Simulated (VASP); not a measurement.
# ZrS2 (P-3m1) in VASP: a series of runs, part 2 of 2

VASP 6.6.1. The steps go on from the part before.

**4. Relaxation of the atoms, PBE (strain along c alone, the other axes held: -1.0 %)**

File INCAR:

```
SYSTEM = ZrS2
ALGO = Normal ; EDIFF = 1E-7
EDIFFG = -0.008 ; ENCUT = 450
GGA = PE ; GGA_COMPAT = .False.
IBRION = 2 ; ISIF = 2
ISMEAR = 0 ; LASPH = .True.
LCHARG = .False. ; LREAL = .False.
LWAVE = .False. ; NELM = 120
NELMIN = 4 ; NSW = 60
PREC = Accurate ; SIGMA = 0.02
```

File KPOINTS:

```
k-points
0
Gamma
  12 12 4
  0 0 0
```

File POSCAR:

```
ZrS2
1.0
    3.6852083125      0.0000000000      0.0000000000
   -1.8426041563      3.1914840169      0.0000000000
    0.0000000000      0.0000000000      6.6903291546
Zr S
1 2
Direct
    0.0000000000      0.0000000000      0.0000000000
    0.6666666667      0.3333333333      0.7856836137
    0.3333333333      0.6666666667      0.2143163863
```

Potentials or basis: VASP PAW PBE potentials, release 64 (Zr_sv, S).

On the command line:

```
$ cat potpaw_PBE.64/Zr_sv/POTCAR potpaw_PBE.64/S/POTCAR > POTCAR
$ mpirun -np 1 vasp_std > vasp.out
```

OUTCAR:

```text
SYSTEM = ZrS2
   EDIFF = 1E-7
   EDIFFG = -0.008
   ENCUT = 450
   GGA = PE
   IBRION = 2
   ISIF = 2
   ISMEAR = 0
   LASPH = .True.
   LREAL = .False.
   NELM = 120
   NELMIN = 4
   NSW = 60
   PREC = Accurate

 ion  position               nearest neighbor table
   1  0.000  0.000  0.000-   2 2.57   3 2.57   2 2.57   3 2.57   2 2.57   3 2.57
   2  0.667  0.333  0.786-   1 2.57   1 2.57   1 2.57
   3  0.333  0.667  0.214-   1 2.57   1 2.57   1 2.57

  LATTYP: Found a hexagonal cell.
 ALAT       =     3.6852083125
 C/A-ratio  =     1.8154548094

  Lattice vectors:

 A1 = (   3.6852083125,   0.0000000000,   0.0000000000)
 A2 = (  -1.8426041563,   3.1914840169,   0.0000000000)
 A3 = (   0.0000000000,   0.0000000000,   6.6903291546)

Analysis of symmetry for initial positions (statically):
=====================================================================
 Subroutine PRICEL returns:
 Original cell was already a primitive cell.

 Routine SETGRP: Setting up the symmetry group for a
 hexagonal supercell.

 Subroutine GETGRP returns: Found 12 space group operations
 (whereof 12 operations were pure point group operations)
 out of a pool of 24 trial point group operations.

The static configuration has the point symmetry D_3d.

Analysis of symmetry for dynamics (positions and initial velocities):
=====================================================================
 Subroutine PRICEL returns:
 Original cell was already a primitive cell.

 Routine SETGRP: Setting up the symmetry group for a
 hexagonal supercell.

 Subroutine GETGRP returns: Found 12 space group operations
 (whereof 12 operations were pure point group operations)
 out of a pool of 24 trial point group operations.

The dynamic configuration has the point symmetry D_3d.

 Subroutine INISYM returns: Found 12 space group operations
 (whereof 12 operations are pure point group operations),
[... 126 lines left out ...]
   IVDW    =     0    specifies the selected vdW correction
   LEPSILON=     F    determine dielectric tensor
   LRPA    =     F    only Hartree local field effects (RPA)
 conjugate gradient relaxation of ions
 non-spin polarized calculation
 Gauss-broadening in eV      SIGMA  =   0.02
  energy-cutoff  :      450.00
  volume of cell :       78.69
 maximum number of plane-waves:      1720
 NGX is ok and might be reduce to    28
   NGX = 13   NGY = 13   NGZ = 23

--------------------------------------- Ionic step        1  -------------------------------------------

 number of electron      23.9999999 magnetization

 Free energy of the ion-electron system (eV)
  ---------------------------------------------------
  ext. energy  EPLUGINS =         0.00000000
  ---------------------------------------------------
  free energy    TOTEN  =       -21.43994441 eV

  energy without entropy =      -21.43994441  energy(sigma->0) =      -21.43994441

------------------------ aborting loop because EDIFF is reached ----------------------------------------

  FORCE on cell =-STRESS in cart. coord.  units (eV):
  Direction    XX          YY          ZZ          XY          YZ          ZX
  --------------------------------------------------------------------------------------
  -------------------------------------------------------------------------------------
  Total        0.2636485      0.2636485      0.4687687     -0.0000000      0.0000000     -0.0000000
  in kB        5.3682614      5.3682614      9.5448039     -0.0000000      0.0000000     -0.0000000
  external PRESSURE =       6.7604423 kB  Pullay stress =       0.0000000 kB
[... 61 lines left out ...]
--------------------------------------- Ionic step        3  -------------------------------------------

 number of electron      24.0000001 magnetization

 Free energy of the ion-electron system (eV)
  ---------------------------------------------------
  ext. energy  EPLUGINS =         0.00000000
  ---------------------------------------------------
  free energy    TOTEN  =       -21.44247054 eV

  energy without entropy =      -21.44247054  energy(sigma->0) =      -21.44247054

 E-fermi :   3.2535     XC(G=0):  -8.7071

 val. band max:        3.0341874438   @ k =   0.0000   0.0000   0.0000
 cond. band min:       4.1587231990   @ k =   0.5000   0.0000   0.5000
 fundamental gap:      1.1245357552
 Fermi energy:         3.2535399215

 k-point     1 :       0.0000    0.0000    0.0000
  band No.  band energies     occupation
      1     -45.8654      2.00000
      2     -23.9184      2.00000
      3     -23.7699      2.00000
      4     -23.7699      2.00000
      5      -9.3403      2.00000
      6      -8.1346      2.00000
[... 433 lines left out ...]
      3     -23.8327      2.00000
      4     -23.7834      2.00000
      5      -9.0546      2.00000
      6      -8.2134      2.00000
[... 8 lines left out ...]
     15       6.0716      0.00000
     16       7.5094      0.00000

 [... further k-points ...]

------------------------ aborting loop because EDIFF is reached ----------------------------------------

  FORCE on cell =-STRESS in cart. coord.  units (eV):
  Direction    XX          YY          ZZ          XY          YZ          ZX
  --------------------------------------------------------------------------------------
  -------------------------------------------------------------------------------------
  Total       -0.0364084     -0.0364084     -0.0190719      0.0000000      0.0000000     -0.0000000
  in kB       -0.7413267     -0.7413267     -0.3883307      0.0000000      0.0000000     -0.0000000
  external PRESSURE =      -0.6236614 kB  Pullay stress =       0.0000000 kB
[... 18 lines left out ...]
  FREE ENERGIE OF THE ION-ELECTRON SYSTEM (eV)
  ---------------------------------------------------
  free  energy   TOTEN  =       -21.4424705415 eV

  energy  without entropy=      -21.4424705415  energy(sigma->0) =      -21.44247054

 reached required accuracy - stopping structural energy minimisation
```

OSZICAR:

```text
N       E                     dE             d eps       ncg     rms          rms(c)
DAV:   1     0.169881382594E+03    0.16988E+03   -0.11021E+04  2208   0.122E+03
DAV:   2    -0.134828373708E+02   -0.18336E+03   -0.18082E+03  2912   0.298E+02
DAV:   3    -0.233200246863E+02   -0.98372E+01   -0.98216E+01  3936   0.669E+01
[... 25 lines left out ...]
DAV:   3    -0.214424790367E+02    0.18103E-04   -0.97979E-05  3368   0.635E-02    0.703E-02
DAV:   4    -0.214424722085E+02    0.68281E-05   -0.93820E-05  2504   0.521E-02    0.120E-02
DAV:   5    -0.214424709627E+02    0.12458E-05   -0.13225E-05  2552   0.221E-02    0.719E-03
DAV:   6    -0.214424706285E+02    0.33423E-06   -0.15320E-06  3000   0.693E-03    0.362E-03
DAV:   7    -0.214424705415E+02    0.86990E-07   -0.20782E-07  2136   0.261E-03
   3 F= -.21442471E+02 E0= -.21442471E+02  d E =-.252614E-02
```

Wall time 100 s (1 thread of Intel Xeon Platinum 8488C (Sapphire Rapids), shared host); peak memory 0.22 GiB.

What came out:

```
Free energy                  : -21.4425 eV
Energy gained by relaxing    : 0.8 meV/atom
Ionic steps                  : 3
Pressure after relaxing      : -0.1 GPa
Largest force after relaxing : 0.004 eV/Å
Band gap on the k mesh       : 1.12 eV (least direct gap 1.69 eV)
```

Forces on the atoms (eV/Å):
```
Zr   0.000  0.000  0.000
S    0.000  0.000  0.004
S    0.000  0.000 -0.004
```

Step by step:
```
step  energy change (eV)  largest force (eV/Å)  pressure (GPa)
   1              0.0000                0.1671            0.68
   2             -0.0020                0.0784            0.29
   3             -0.0025                0.0041           -0.06
```

Final structure:
```
Zr S
1.0
     3.68521    0.00000    0.00000
    -1.84260    3.19148    0.00000
     0.00000    0.00000    6.69033
Zr S
1 2
Cartesian
  0.0000 0.0000 0.0000
  1.8426 1.0638 5.2409
  0.0000 2.1277 1.4494
```

Levels at points of the mesh, in eV from the valence-band top:
```tsv
k point	band 10	band 11	band 12	band 13	band 14	band 15
(0.00, 0.00, 0.00)	-0.37	0.00	0.00	1.69	1.69	2.49
(0.50, 0.00, 0.00)	-2.21	-1.32	-0.96	1.24	3.36	3.64
(0.00, 0.00, 0.50)	-1.18	-0.03	-0.03	1.68	1.68	2.77
(0.50, 0.00, 0.50)	-2.17	-0.95	-0.91	1.12	3.36	3.64
```

Caveat: the cell differs from its parent crystal (strain along c alone, the other axes held: -1.0 %); this functional lacks dispersion, which binds the layers, so the pressure and a relaxed spacing across them are unreliable. A k mesh can miss the band edges.

**5. Summary**

```csv
cell,gap on the mesh (eV),pressure (GPa)
"atoms relaxed from a = 3.685, b = 3.685, c = 6.893 Å, angles 90.0, 90.0, 120.0°, 3 atoms, atomic positions A",1.14,-0.1
"atoms relaxed from a = 3.685, b = 3.685, c = 6.623 Å, angles 90.0, 90.0, 120.0°, 3 atoms, atomic positions B",1.12,-0.1
"atoms relaxed from a = 3.685, b = 3.685, c = 6.690 Å, angles 90.0, 90.0, 120.0°, 3 atoms, atomic positions C",1.12,-0.1
```

Alike in all rows: task relaxation of the atoms; level PBE; potentials or basis VASP PAW PBE potentials, release 64 (Zr_sv, S); no spin polarisation; k mesh 12 × 12 × 4; cutoff (eV) 450; smearing gaussian 0.02 eV.

Caveats: this functional lacks dispersion, which binds the layers, so the pressure and a relaxed spacing across them are unreliable.

Total energies depend on the potentials used, so only differences within one code and one set of settings carry meaning.
